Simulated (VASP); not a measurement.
# H6C2O in VASP: single point with PBE+D3(BJ)

Aim: the single point of H6C2O with PBE+D3(BJ).

Program: VASP 6.6.1. These are calculated values, not measurements. Logs are shortened: lines on timing, memory, paths and dates and some standing lists are left out, and cuts for length are marked.

## (1) The cell of the first run

The cell holds a disordered packing, 36 atoms: a = 7.294 Å, b = 7.294 Å, c = 7.294 Å, α = 90.00°, β = 90.00°, γ = 90.00°.

## (2) Single point, PBE+D3(BJ)

INCAR

```
SYSTEM = H6C2O
PREC = Accurate
ENCUT = 1000
EDIFF = 1E-6
ISMEAR = -1
SIGMA = 0.05
LREAL = Auto
LASPH = .True.
NELM = 120
ALGO = Normal
ISIF = 2
LWAVE = .False.
LCHARG = .False.
GGA = PE
IVDW = 12
NBANDS = 64
GGA_COMPAT = .False.
```

KPOINTS

```
Automatic mesh
0
Gamma
  1 1 1
  0 0 0
```

POSCAR

```
H6C2O
1.0
    7.2936330000      0.0000000000      0.0000000000
    0.0000000000      7.2936330000      0.0000000000
    0.0000000000      0.0000000000      7.2936330000
C O H
8 4 24
Direct
    0.1580865458      0.1107368627      0.7660342593
    0.0048701291      0.2400658149      0.7159387710
    0.7747334579      0.7584905780      1.0128630710
    0.6859610763      0.6211884001      0.8885937779
    0.4355817330      0.1408200075      0.1922472336
    0.2814798568      0.2156991495      0.3078652365
    0.9567769863      0.6191749909      0.4438324757
    0.8728373392      0.8087118328      0.4406286417
   -0.1697497642      0.1548703195      0.7456664187
    0.6159772339      0.4784365742      1.0041527329
    0.1150831694      0.1974110765      0.2057193088
    0.6779039783      0.7847610876      0.4456272183
   -0.2632214310      0.2444509576      0.7137679398
    0.0162954243      0.3669379301      0.7984191922
    0.0164653353      0.2803392236      0.5708432466
    0.2896598790      0.1785172394      0.7413668977
    0.1491394435      0.0722376479      0.9111204471
    0.1515396885     -0.0119830547      0.6784845731
    0.5652413465      0.3830301368      0.9267437616
    0.5763132070      0.6833121247      0.8055457056
    0.7908562619      0.5648907407      0.7960923528
    0.8329593958      0.8755530991      0.9389904306
    0.6741482086      0.8057894303      1.1143383693
    0.8839144419      0.6881123599      1.0874999761
    0.0162218055      0.2484293558      0.2790325173
    0.2729246227      0.1372600419      0.4359964999
    0.3078616798      0.3612663603      0.3430916502
    0.5692014203      0.1624685924      0.2587862936
    0.4154286558     -0.0053621690      0.1613323730
    0.4367348374      0.2172080015      0.0641888484
    0.6219028640      0.9042292112      0.4300150114
    0.9167148879      0.8877470977      0.5612229097
    0.9174333568      0.8837611570      0.3172769387
    1.1074095260      0.6228759283      0.4429033650
    0.9120510216      0.5524146224      0.5690417931
    0.9096463790      0.5355242712      0.3269747618
```

Potentials or basis: VASP PAW PBE potentials, release 64 (C_h, O_h, H_h).

Launch:

```bash
cat potpaw_PBE.64/C_h/POTCAR potpaw_PBE.64/O_h/POTCAR potpaw_PBE.64/H_h/POTCAR > POTCAR
mpirun -np 1 vasp_gam > vasp.out
```

OUTCAR:

```text
SYSTEM = H6C2O
   PREC = Accurate
   ENCUT = 1000
   EDIFF = 1E-6
   ISMEAR = -1
   LREAL = Auto
   LASPH = .True.
   NELM = 120
   ISIF = 2
   GGA = PE
   IVDW = 12
 IVDW          = 12

 ion  position               nearest neighbor table
   1  0.158  0.111  0.766-  16 1.09  17 1.10  18 1.10   2 1.51
   2  0.005  0.240  0.716-  15 1.10  14 1.11   9 1.43   1 1.51
   3  0.775  0.758  0.013-  24 1.09  22 1.10  23 1.10   4 1.50
   4  0.686  0.621  0.889-  21 1.10  20 1.10  10 1.43   3 1.50
   5  0.436  0.141  0.192-  30 1.09  29 1.10  28 1.10   6 1.51
   6  0.281  0.216  0.308-  26 1.10  27 1.11  11 1.43   5 1.51
   7  0.957  0.619  0.444-  35 1.09  34 1.10  36 1.10   8 1.51
   8  0.873  0.809  0.441-  32 1.10  33 1.10  12 1.43   7 1.51
   9  0.830  0.155  0.746-  13 0.97   2 1.43
  10  0.616  0.478  0.004-  19 0.97   4 1.43
  11  0.115  0.197  0.206-  25 0.97   6 1.43
  12  0.678  0.785  0.446-  31 0.97   8 1.43
  13  0.737  0.244  0.714-   9 0.97
  14  0.016  0.367  0.798-   2 1.11
  15  0.016  0.280  0.571-   2 1.10
  16  0.290  0.179  0.741-   1 1.09
  17  0.149  0.072  0.911-   1 1.10
  18  0.152  0.988  0.678-   1 1.10
[... 16 lines left out ...]
  35  0.912  0.552  0.569-   7 1.09
  36  0.910  0.536  0.327-   7 1.10

  LATTYP: Found a simple cubic cell.
 ALAT       =     7.2936330000

  Lattice vectors:

 A1 = (   7.2936330000,   0.0000000000,   0.0000000000)
 A2 = (   0.0000000000,   7.2936330000,   0.0000000000)
 A3 = (   0.0000000000,   0.0000000000,   7.2936330000)

Analysis of symmetry for initial positions (statically):
=====================================================================
 Subroutine PRICEL returns:
 Original cell was already a primitive cell.

 Routine SETGRP: Setting up the symmetry group for a
 simple cubic supercell.

 Subroutine GETGRP returns: Found  1 space group operations
 (whereof  1 operations were pure point group operations)
 out of a pool of 48 trial point group operations.

The static configuration has the point symmetry C_1 .

Analysis of symmetry for dynamics (positions and initial velocities):
=====================================================================
 Subroutine PRICEL returns:
 Original cell was already a primitive cell.

 Routine SETGRP: Setting up the symmetry group for a
 simple cubic supercell.

 Subroutine GETGRP returns: Found  1 space group operations
 (whereof  1 operations were pure point group operations)
 out of a pool of 48 trial point group operations.

The dynamic configuration has the point symmetry C_1 .

 Subroutine INISYM returns: Found  1 space group operations
 (whereof  1 operations are pure point group operations),
 and found     1 'primitive' translations

----------------------------------------------------------------------------------------

                                     Primitive cell

  volume of cell :     388.0000

  direct lattice vectors                    reciprocal lattice vectors
     7.293633000  0.000000000  0.000000000     0.137105884  0.000000000  0.000000000
     0.000000000  7.293633000  0.000000000     0.000000000  0.137105884  0.000000000
     0.000000000  0.000000000  7.293633000     0.000000000  0.000000000  0.137105884

  length of vectors
     7.293633000  7.293633000  7.293633000     0.137105884  0.137105884  0.137105884

  position of ions in fractional coordinates (direct lattice)
     0.158086546  0.110736863  0.766034259
     0.004870129  0.240065815  0.715938771
     0.774733458  0.758490578  0.012863071
     0.685961076  0.621188400  0.888593778
     0.435581733  0.140820007  0.192247234
     0.281479857  0.215699149  0.307865236
[... 28 lines left out ...]
     0.912051022  0.552414622  0.569041793
     0.909646379  0.535524271  0.326974762

  ion indices of the primitive-cell ions
   primitive index   ion index
                 1           1
                 2           2
                 3           3
                 4           4
                 5           5
                 6           6
[... 28 lines left out ...]
                35          35
                36          36

----------------------------------------------------------------------------------------

 KPOINTS: Automatic mesh

Automatic generation of k-mesh.
 Grid dimensions read from file:
 generate k-points for:    1    1    1

 Generating k-lattice:

  Cartesian coordinates                     Fractional coordinates (reciprocal lattice)
     0.137105884  0.000000000  0.000000000     1.000000000  0.000000000  0.000000000
     0.000000000  0.137105884  0.000000000     0.000000000  1.000000000  0.000000000
     0.000000000  0.000000000  0.137105884     0.000000000  0.000000000  1.000000000

  Length of vectors
     0.137105884  0.137105884  0.137105884

  Shift w.r.t. Gamma in fractional coordinates (k-lattice)
     0.000000000  0.000000000  0.000000000

 Subroutine IBZKPT returns following result:
 ===========================================

 Found      1 irreducible k-points:

 Following reciprocal coordinates:
            Coordinates               Weight
  0.000000  0.000000  0.000000      1.000000
   k-points           NKPTS =      1   k-points in BZ     NKDIM =      1   number of bands    NBANDS=     64
   number of dos      NEDOS =    301   number of ions     NIONS =     36
   total plane-waves  NPLWV = 512000
   dimension x,y,z NGX =    80 NGY =   80 NGZ =   80
   dimension x,y,z NGXF=   160 NGYF=  160 NGZF=  160
   ions per type =               8   4  24
   NGX,Y,Z   is equivalent  to a cutoff of  18.23, 18.23, 18.23 a.u.
   NGXF,Y,Z  is equivalent  to a cutoff of  36.47, 36.47, 36.47 a.u.
 SYSTEM =  H6C2O
   PREC   = accura    normal or accurate (medium, high low for compatibility)
   ISTART =      0    job   : 0-new  1-cont  2-samecut
   ICHARG =      2    charge: 1-file 2-atom 10-const
   ISPIN  =      1    spin polarized calculation?
   LNONCOLLINEAR =      F non collinear calculations
   LSORBIT =      F    spin-orbit coupling
   LASPH  =      T    aspherical Exc in radial PAW
   ENCUT  = 1000.0 eV  73.50 Ry    8.57 a.u.  18.81 18.81 18.81*2*pi/ulx,y,z
   NELM   =    120;   NELMIN=  2; NELMDL= -5     # of ELM steps
   EDIFF  = 0.1E-05   stopping-criterion for ELM
   LREAL  =      T    real-space projection
   EDIFFG = 0.1E-04   stopping-criterion for IOM
   NSW    =      0    number of steps for IOM
   IBRION =     -1    ionic relax: 0-MD 1-quasi-New 2-CG
   NFREE  =      0    steps in history (QN), initial steepest desc. (CG)
   ISIF   =      2    stress and relaxation
   ISYM   =      2    0-nonsym 1-usesym 2-fastsym
   POTIM  = 0.5000    time-step for ionic-motion
   TEBEG  =    0.0;   TEEND  =   0.0 temperature during run
   PSTRESS=    0.0 pullay stress
   NELECT =      80.0000    total number of electrons
   NUPDOWN=      -1.0000    fix difference up-down
   EMIN   =  10.00;   EMAX   =-10.00  energy-range for DOS
   EFERMI =   0.00;   METHOD = LEGACY
   ISMEAR =    -1;   SIGMA  =   0.05  broadening in eV -4-tet -1-fermi 0-gaus
   EFERMI_NEDOS =   21; number of points for ismear=-14 and -15
   IALGO  =     38    algorithm
   IMIX   =      4    mixing-type and parameters
     AMIX     =   0.40;   BMIX     =  1.00
     AMIX_MAG =   1.60;   BMIX_MAG =  1.00
  volume/ion in A,a.u.               =      10.78        72.73
  Fermi-wavevector in a.u.,A,eV,Ry     =   0.967151  1.827650 12.726630  0.935381
  Thomas-Fermi vector in A             =   2.097013
   LORBIT       =      0    0 simple, 1 ext, 2 COOP (PROOUT), +10 PAW based schemes
   GGA     = PE    functional components
   LHFCALC =     F    Hartree Fock is set to
   AEXX    =    0.0000 exact exchange contribution
   IVDW    =    12    specifies the selected vdW correction
   LEPSILON=     F    determine dielectric tensor
   LRPA    =     F    only Hartree local field effects (RPA)
 non-spin polarized calculation
  energy-cutoff  :     1000.00
  volume of cell :      388.00
 maximum number of plane-waves:     13913
 NGX is ok and might be reduce to    80
   NGX = 37   NGY = 37   NGZ = 37

 number of electron      79.9999998 magnetization

 Free energy of the ion-electron system (eV)
  ---------------------------------------------------
  ext. energy  EPLUGINS =         0.00000000
  ---------------------------------------------------
  free energy    TOTEN  =      -187.44151088 eV

  energy without entropy =     -187.44151088  energy(sigma->0) =     -187.44151088

 E-fermi :  -1.4826     XC(G=0):  -6.4317

 val. band max:       -2.6902597515   @ k =   0.0000   0.0000   0.0000
 cond. band min:       1.6735775956   @ k =   0.0000   0.0000   0.0000
 fundamental gap:      4.3638373471
 Fermi energy:        -1.4826165400

 k-point     1 :       0.0000    0.0000    0.0000
  band No.  band energies     occupation
      1     -22.4054      2.00000
      2     -22.2393      2.00000
      3     -22.0575      2.00000
      4     -21.9956      2.00000
      5     -15.4979      2.00000
      6     -15.4179      2.00000
[... 44 lines left out ...]
     51       5.4549      0.00000
     52       5.6730      0.00000
 [bands above 52 left out]

------------------------ aborting loop because EDIFF is reached ----------------------------------------

 Edisp (eV)   -1.35096

 E8    (eV) :    -0.3005

  FORCE on cell =-STRESS in cart. coord.  units (eV):
  Direction    XX          YY          ZZ          XY          YZ          ZX
  --------------------------------------------------------------------------------------
  -------------------------------------------------------------------------------------
  Total       1.09668     1.81940     4.25945     0.41031    -0.64184    -0.35867
  in kB       4.52856     7.51287    17.58865     1.69432    -2.65035    -1.48107
  external pressure =        9.88 kB  Pullay stress =        0.00 kB

 VOLUME and BASIS-vectors are now :
 -----------------------------------------------------------------------------
  energy-cutoff  :     1000.00
  volume of cell :      388.00
      direct lattice vectors                 reciprocal lattice vectors
     7.293633000  0.000000000  0.000000000     0.137105884  0.000000000  0.000000000
     0.000000000  7.293633000  0.000000000     0.000000000  0.137105884  0.000000000
     0.000000000  0.000000000  7.293633000     0.000000000  0.000000000  0.137105884

 POSITION                                       TOTAL-FORCE (eV/Angst)
 -----------------------------------------------------------------------------------
      1.15303      0.80767      5.58717        -0.169452     -0.143506     -0.028333
      0.03552      1.75095      5.22179         0.027590      0.273615      0.042129
      5.65062      5.53215      0.09382         0.028381      0.149305      0.149146
      5.00315      4.53072      6.48108        -0.012005      0.026199     -0.118458
      3.17697      1.02709      1.40218         0.058772     -0.031554      0.090863
      2.05301      1.57323      2.24546         0.055011      0.064422      0.093823
[... 28 lines left out ...]
      6.65217      4.02911      4.15038         0.031878     -0.192625      0.170619
      6.63463      3.90592      2.38483        -0.005957      0.163683      0.050550
 -----------------------------------------------------------------------------------
    total drift:                               -0.000535     -0.000978      0.001015

  FREE ENERGIE OF THE ION-ELECTRON SYSTEM (eV)
  ---------------------------------------------------
  free  energy   TOTEN  =      -188.7924746698 eV

  energy  without entropy=     -188.7924746698  energy(sigma->0) =     -188.79247467
```

It took 1.7 min on 1 thread of AMD EPYC 7R13 (Zen 3), shared host; peak memory 0.87 GiB.

What came out:

- Free energy: -188.7925 eV
- Pressure: 1.0 GPa
- Largest force: 0.278 eV/Å
- Band gap on the k mesh: 4.36 eV
- Dispersion energy per atom: -0.038 eV

Forces on the atoms (eV/Å):
```
C   -0.169 -0.144 -0.028
C    0.028  0.274  0.042
C    0.028  0.149  0.149
C   -0.012  0.026 -0.118
C    0.059 -0.032  0.091
C    0.055  0.064  0.094
C    0.054 -0.018 -0.153
C    0.134 -0.009 -0.090
O   -0.122  0.059 -0.024
O   -0.137 -0.131  0.004
O   -0.111  0.023  0.069
O   -0.092  0.061 -0.038
H    0.206 -0.120  0.022
H   -0.018 -0.086 -0.007
H    0.062 -0.007 -0.019
H    0.021 -0.020  0.063
H    0.011 -0.001 -0.001
H    0.109 -0.051  0.152
H    0.016  0.043  0.056
H   -0.024 -0.020 -0.064
H   -0.082 -0.015 -0.167
H   -0.100 -0.008 -0.056
H    0.087  0.048 -0.068
H    0.146  0.070  0.021
H    0.057 -0.006 -0.105
H   -0.091 -0.036  0.162
H   -0.003 -0.124 -0.082
H   -0.111 -0.058 -0.066
H    0.038  0.042  0.050
H    0.071 -0.090 -0.221
H   -0.009  0.027  0.041
H    0.014 -0.014  0.039
H   -0.094  0.050  0.034
H   -0.048  0.081 -0.002
H    0.032 -0.193  0.171
H   -0.006  0.164  0.051
```

Levels at points of the mesh, in eV from the valence-band top:
```csv
k point,band 37,band 38,band 39,band 40,band 41,band 42,band 43,band 44
"(0.00, 0.00, 0.00)",-0.58,-0.36,-0.13,0.00,4.36,5.62,5.93,6.26
```

Caveat: the k points lie up to 0.86 Å⁻¹ apart, too coarse for converged energies, forces and pressures.
